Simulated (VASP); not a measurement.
# V (Fm-3m) in VASP: further runs

Runs on V. Level: BLYP. Tasks: single point.

Program: VASP 6.6.1. These are calculated values, not measurements. Logs are shortened: lines on timing, memory, paths and dates and some standing lists are left out, and cuts for length are marked.

## Step 1: The cell of the first run

The structure is cubic, space group Fm-3m (No. 225). The conventional cell has a = 3.906 Å, b = 3.906 Å, c = 3.906 Å, α = 90.00°, β = 90.00°, γ = 90.00°. V (site symmetry m-3m) has 12 V at 2.76 Å within 3.6 Å.

## Step 2: Single point, BLYP (volume scaled by 1.04)

The input, INCAR:

```
PREC = Accurate ; ENCUT = 520
EDIFF = 1E-6 ; ISMEAR = -1
SIGMA = 0.1 ; LREAL = False
LASPH = True ; NELM = 80
ALGO = Normal ; ISIF = 2
LWAVE = False ; LCHARG = True
GGA = B5 ; ALDAX = 1.0
AGGAX = 1.0 ; AGGAC = 1.0
ALDAC = 0.0 ; LELF = True
LVHAR = True ; NBANDS = 12
```

The input, KPOINTS:

```
Automatic mesh
0
Gamma
  16 16 16
```

The input, POSCAR:

```
V
1.0
    0.0000000000      1.9529767420      1.9529767420
    1.9529767420      0.0000000000      1.9529767420
    1.9529767420      1.9529767420      0.0000000000
V
1
Direct
    0.0000000000      0.0000000000      0.0000000000
```

Potentials or basis: VASP PAW PBE potentials, release 64 (V_sv).

On the command line:

```bash
$ cat potpaw_PBE.64/V_sv/POTCAR > POTCAR
$ mpirun -np 1 vasp_std > vasp.out
```

OUTCAR:

```text
PREC = Accurate
   ENCUT = 520
   EDIFF = 1E-6
   ISMEAR = -1
   LREAL = False
   LASPH = True
   NELM = 80
   ISIF = 2
   GGA = B5

 ion  position               nearest neighbor table
   1  0.000  0.000  0.000-

  LATTYP: Found a face centered cubic cell.
 ALAT       =     3.9059534840

  Lattice vectors:

 A1 = (   0.0000000000,   1.9529767420,   1.9529767420)
 A2 = (   1.9529767420,   0.0000000000,   1.9529767420)
 A3 = (   1.9529767420,   1.9529767420,   0.0000000000)

Analysis of symmetry for initial positions (statically):
=====================================================================
 Subroutine PRICEL returns:
 Original cell was already a primitive cell.

 Routine SETGRP: Setting up the symmetry group for a
 face centered cubic supercell.

 Subroutine GETGRP returns: Found 48 space group operations
 (whereof 48 operations were pure point group operations)
 out of a pool of 48 trial point group operations.

The static configuration has the point symmetry O_h .

Analysis of symmetry for dynamics (positions and initial velocities):
=====================================================================
 Subroutine PRICEL returns:
 Original cell was already a primitive cell.

 Routine SETGRP: Setting up the symmetry group for a
 face centered cubic supercell.

 Subroutine GETGRP returns: Found 48 space group operations
 (whereof 48 operations were pure point group operations)
 out of a pool of 48 trial point group operations.

The dynamic configuration has the point symmetry O_h .

 Subroutine INISYM returns: Found 48 space group operations
 (whereof 48 operations are pure point group operations),
 and found     1 'primitive' translations

----------------------------------------------------------------------------------------

                                     Primitive cell

  volume of cell :      14.8978

  direct lattice vectors                    reciprocal lattice vectors
     0.000000000  1.952976742  1.952976742    -0.256019434  0.256019434  0.256019434
     1.952976742  0.000000000  1.952976742     0.256019434 -0.256019434  0.256019434
     1.952976742  1.952976742  0.000000000     0.256019434  0.256019434 -0.256019434

  length of vectors
     2.761926196  2.761926196  2.761926196     0.443438667  0.443438667  0.443438667

  position of ions in fractional coordinates (direct lattice)
     0.000000000  0.000000000  0.000000000

  ion indices of the primitive-cell ions
[... 75 lines left out ...]
   LREAL  =      F    real-space projection
   EDIFFG = 0.1E-04   stopping-criterion for IOM
   NSW    =      0    number of steps for IOM
   IBRION =     -1    ionic relax: 0-MD 1-quasi-New 2-CG
   NFREE  =      0    steps in history (QN), initial steepest desc. (CG)
   ISIF   =      2    stress and relaxation
   ISYM   =      2    0-nonsym 1-usesym 2-fastsym
   POTIM  = 0.5000    time-step for ionic-motion
   TEBEG  =    0.0;   TEEND  =   0.0 temperature during run
   PSTRESS=    0.0 pullay stress
   NELECT =      13.0000    total number of electrons
   NUPDOWN=      -1.0000    fix difference up-down
   EMIN   =  10.00;   EMAX   =-10.00  energy-range for DOS
   EFERMI =   0.00;   METHOD = LEGACY
   ISMEAR =    -1;   SIGMA  =   0.10  broadening in eV -4-tet -1-fermi 0-gaus
   EFERMI_NEDOS =   21; number of points for ismear=-14 and -15
   IALGO  =     38    algorithm
   IMIX   =      4    mixing-type and parameters
     AMIX     =   0.40;   BMIX     =  1.00
     AMIX_MAG =   1.60;   BMIX_MAG =  1.00
  volume/ion in A,a.u.               =      14.90       100.54
  Fermi-wavevector in a.u.,A,eV,Ry     =   1.564404  2.956295 33.298347  2.447359
  Thomas-Fermi vector in A             =   2.667033
   LORBIT       =      0    0 simple, 1 ext, 2 COOP (PROOUT), +10 PAW based schemes
   GGA     = B5    functional components
   LHFCALC =     F    Hartree Fock is set to
   AEXX    =    0.0000 exact exchange contribution
   IVDW    =     0    specifies the selected vdW correction
   LEPSILON=     F    determine dielectric tensor
   LRPA    =     F    only Hartree local field effects (RPA)
 non-spin polarized calculation
  energy-cutoff  :      520.00
  volume of cell :       14.90
 maximum number of plane-waves:       415
 NGX is ok and might be reduce to    24
   NGX = 11   NGY = 11   NGZ = 11

 number of electron      13.0000004 magnetization

 Free energy of the ion-electron system (eV)
  ---------------------------------------------------
  ext. energy  EPLUGINS =         0.00000000
  ---------------------------------------------------
  free energy    TOTEN  =        -7.63048359 eV

  energy without entropy =       -7.56537476  energy(sigma->0) =       -7.59792918

 E-fermi :   9.2540     XC(G=0): -11.8248

 val. band max:        9.2324300619   @ k =  -0.3750   0.1250   0.0000
 cond. band min:       9.2550082230   @ k =   0.3750   0.2500   0.1250
 fundamental gap:      0.0225781611
 Fermi energy:         9.2540207812

 k-point     1 :       0.0000    0.0000    0.0000
  band No.  band energies     occupation
      1     -54.5921      2.00000
      2     -28.2174      2.00000
      3     -28.2174      2.00000
      4     -28.2174      2.00000
      5       2.8028      2.00000
      6       9.3723      0.46896
      7       9.3723      0.46896
      8       9.3723      0.46895
      9      10.9645      0.00000
     10      10.9645      0.00000
     11      26.6080      0.00000
     12      31.4228      0.00000
[... 331 lines left out ...]
 k-point    24 :      -0.0625    0.0625    0.0000
  band No.  band energies     occupation
      1     -54.5797      2.00000
      2     -28.2790      2.00000
      3     -28.2354      2.00000
      4     -28.2218      2.00000
      5       3.1632      2.00000
      6       9.1863      1.32623
      7       9.4853      0.18020
      8       9.5058      0.14921
      9      10.8247      0.00000
     10      10.9786      0.00000
     11      26.7111      0.00000
     12      29.2259      0.00000

 [... further k-points ...]
[... 5 lines left out ...]
  --------------------------------------------------------------------------------------
  -------------------------------------------------------------------------------------
  Total       -0.5270828     -0.5270828     -0.5270828      0.0000000     -0.0000000      0.0000000
  in kB      -56.6850101    -56.6850101    -56.6850101      0.0000000     -0.0000000      0.0000000
  external PRESSURE =     -56.6850101 kB  Pullay stress =       0.0000000 kB

 VOLUME and BASIS-vectors are now :
 -----------------------------------------------------------------------------
  energy-cutoff  :      520.00
  volume of cell :       14.90
      direct lattice vectors                 reciprocal lattice vectors
     0.000000000  1.952976742  1.952976742    -0.256019434  0.256019434  0.256019434
     1.952976742  0.000000000  1.952976742     0.256019434 -0.256019434  0.256019434
     1.952976742  1.952976742  0.000000000     0.256019434  0.256019434 -0.256019434

 POSITION                                       TOTAL-FORCE (eV/Angst)
 -----------------------------------------------------------------------------------
      0.00000      0.00000      0.00000        -0.000000      0.000000      0.000000
 -----------------------------------------------------------------------------------
    total drift:                               -0.000000     -0.000000     -0.000000

  FREE ENERGIE OF THE ION-ELECTRON SYSTEM (eV)
  ---------------------------------------------------
  free  energy   TOTEN  =        -7.6304835878 eV

  energy  without entropy=       -7.5653747625  energy(sigma->0) =       -7.59792918
```

stdout:

```text
POSCAR found type information on POSCAR V
 POSCAR found :  1 types and       1 ions
 scaLAPACK will be used
 -----------------------------------------------------------------------------
|                                                                             |
|                                                                             |
|     You enforced a specific xc type in the INCAR file but a different       |
|     I HOPE YOU KNOW WHAT YOU ARE DOING!                                     |
|                                                                             |
 -----------------------------------------------------------------------------

 LDA part: xc-table for (Slater(with rela. corr.)+VWN5), standard interpolation
 POSCAR, INCAR and KPOINTS ok, starting setup
 FFT: planning ... GRIDC
 FFT: planning ... GRID_SOFT
 FFT: planning ... GRID
 WAVECAR not read
 entering main loop
```

It took 12 s on 1 thread of Intel Xeon 6975P-C (Granite Rapids), shared host; peak memory 0.15 GiB.

Results:

- Free energy: -7.6305 eV
- Pressure: -5.7 GPa

Caveat: the cell differs from its parent crystal (volume scaled by 1.04); the PAW data sets were made with another functional, which shifts forces and pressure a little.

## Step 3: Single point, BLYP (volume scaled by 1.08)

The input, INCAR:

```
SYSTEM = V
AGGAC    = 1.0          
AGGAX    = 1.0          
ALDAC    = 0.0          
ALDAX    = 1.0          
ALGO     = Normal         ! electronic algorithm
EDIFF    = 1E-6           ! SCF threshold, eV
ENCUT    = 520            ! plane-wave cutoff, eV
GGA      = B5             ! functional
ISIF     = 2              ! what is computed and relaxed
ISMEAR   = -1             ! smearing method
LASPH    = .TRUE.         ! aspherical terms in the spheres
LCHARG   = .TRUE.         ! write CHGCAR
LELF     = .TRUE.         ! ELF
LREAL    = .FALSE.        ! projectors in reciprocal space
LVHAR    = .TRUE.       
LWAVE    = .FALSE.        ! write WAVECAR
NBANDS   = 12             ! bands
NELM     = 100            ! most SCF steps
PREC     = Accurate       ! precision mode
SIGMA    = 0.1            ! smearing width, eV
```

The input, KPOINTS:

```
k-points
0
G
  16 16 16
  0 0 0
```

The input, POSCAR:

```
V
1.0
    0.0000000000      1.9777005912      1.9777005912
    1.9777005912      0.0000000000      1.9777005912
    1.9777005912      1.9777005912      0.0000000000
V
1
Direct
    0.0000000000      0.0000000000      0.0000000000
```

Potentials or basis: VASP PAW PBE potentials, release 64 (V_sv).

On the command line:

```bash
$ cat potpaw_PBE.64/V_sv/POTCAR > POTCAR
$ mpirun -np 1 vasp_std > vasp.out
```

It took 12 s on 1 thread of Intel Xeon 6975P-C (Granite Rapids), shared host; peak memory 0.15 GiB.

It converged, with:

```
Free energy : -7.6017 eV
Pressure    : -10.5 GPa
```

Levels at points of the mesh, in eV from the Fermi level:
```
           k point  band 4  band 5  band 6  band 7  band 8  band 9
(0.00, 0.00, 0.00)  -37.54   -6.34    0.12    0.12    0.12    1.63
(0.50, 0.00, 0.00)  -37.62   -2.96    0.05    0.05    0.81    2.61
(0.50, 0.50, 0.00)  -37.75   -2.92   -2.25    2.61    2.85    2.85
```

Caveat: the cell differs from its parent crystal (volume scaled by 1.08); the PAW data sets were made with another functional, which shifts forces and pressure a little.

## Step 4: Single point, BLYP (volume scaled by 1.12)

The input, INCAR:

```
SYSTEM = V
AGGAC = 1.0
AGGAX = 1.0
ALDAC = 0.0
ALDAX = 1.0
ALGO = Normal
EDIFF = 1E-6
ENCUT = 520
GGA = B5
ISIF = 2
ISMEAR = -1
LASPH = .True.
LCHARG = .False.
LREAL = .False.
LWAVE = .False.
NBANDS = 12
NELM = 100
PREC = Accurate
SIGMA = 0.1
```

The input, KPOINTS:

```
k-points
0
Gamma
  16 16 16
  0 0 0
```

The input, POSCAR:

```
V
1.0
    0.0000000000      2.0018212683      2.0018212683
    2.0018212683      0.0000000000      2.0018212683
    2.0018212683      2.0018212683      0.0000000000
V
1
Direct
    0.0000000000      0.0000000000      0.0000000000
```

On the command line:

```bash
$ cat potpaw_PBE.64/V_sv/POTCAR > POTCAR
$ mpirun -np 1 vasp_std > vasp.out
```

Wall time 11 s (1 thread of Intel Xeon 6975P-C (Granite Rapids), shared host); peak memory 0.15 GiB.

It converged, with:

```yaml
Free_energy: -7.5575 eV
Pressure: -14.3 GPa
```

Levels at points of the mesh, in eV from the Fermi level:
```csv
k point,band 4,band 5,band 6,band 7,band 8,band 9
"(0.00, 0.00, 0.00)",-37.61,-6.24,0.12,0.12,0.12,1.56
"(0.50, 0.00, 0.00)",-37.68,-2.86,0.06,0.06,0.75,2.48
"(0.50, 0.50, 0.00)",-37.80,-2.78,-2.13,2.49,2.71,2.71
```

Caveat: the cell differs from its parent crystal (volume scaled by 1.12); the PAW data sets were made with another functional, which shifts forces and pressure a little.

## Step 5: Single point, BLYP

This run uses another cell than the first one, of 14.32 Å³/atom, 0.962 times its volume.

The input, INCAR:

```
AGGAC = 1.0
AGGAX = 1.0
ALDAC = 0.0
ALDAX = 1.0
ALGO = Normal
EDIFF = 1E-6
ENCUT = 520
GGA = B5
ISIF = 2
ISMEAR = -1
LASPH = True
LCHARG = False
LREAL = False
LWAVE = False
NBANDS = 12
NELM = 100
PREC = Accurate
SIGMA = 0.1
```

The input, KPOINTS:

```
k-points
0
Gamma
  23 23 23
```

The input, POSCAR:

```
V
1.0
    0.0000000000      1.9276105365      1.9276105365
    1.9276105365      0.0000000000      1.9276105365
    1.9276105365      1.9276105365      0.0000000000
V
1
Direct
    0.0000000000      0.0000000000      0.0000000000
```

On the command line:

```bash
$ cat potpaw_PBE.64/V_sv/POTCAR > POTCAR
$ mpirun -np 1 vasp_std > vasp.out
```

Run time: 19 s. Hardware: 1 thread of Intel Xeon 6975P-C (Granite Rapids), shared host; peak memory 0.17 GiB.

It converged, with:

- Free energy: -7.6403 eV
- Pressure: 0.3 GPa

Levels at points of the mesh, in eV from the Fermi level:
| k point | band 2 | band 3 | band 4 | band 5 | band 6 | band 7 | band 8 | band 9 | band 10 | band 11 |
| --- | --- | --- | --- | --- | --- | --- | --- | --- | --- | --- |
| (0.00, 0.00, 0.00) | -37.39 | -37.39 | -37.39 | -6.56 | 0.12 | 0.12 | 0.12 | 1.80 | 1.80 | 17.59 |

Caveat: the PAW data sets were made with another functional, which shifts forces and pressure a little.

## Step 6: Overview

| cell | k mesh | gap on the mesh (eV) | pressure (GPa) |
| --- | --- | --- | --- |
| a = 2.762 Å, angles 60.0°, 1 atom | 16 × 16 × 16 | none | -5.7 |
| a = 2.797 Å, angles 60.0°, 1 atom | 16 × 16 × 16 | none | -10.5 |
| a = 2.831 Å, angles 60.0°, 1 atom | 16 × 16 × 16 | none | -14.3 |
| a = 2.726 Å, angles 60.0°, 1 atom | 23 × 23 × 23 | none | 0.3 |

Alike in all rows: task single point; level BLYP; potentials or basis VASP PAW PBE potentials, release 64 (V_sv); no spin polarisation; cutoff (eV) 520; smearing fermi-dirac 0.1 eV.

Caveats: the PAW data sets were made with another functional, which shifts forces and pressure a little.

Absolute energies hang on the potentials; compare differences alone.
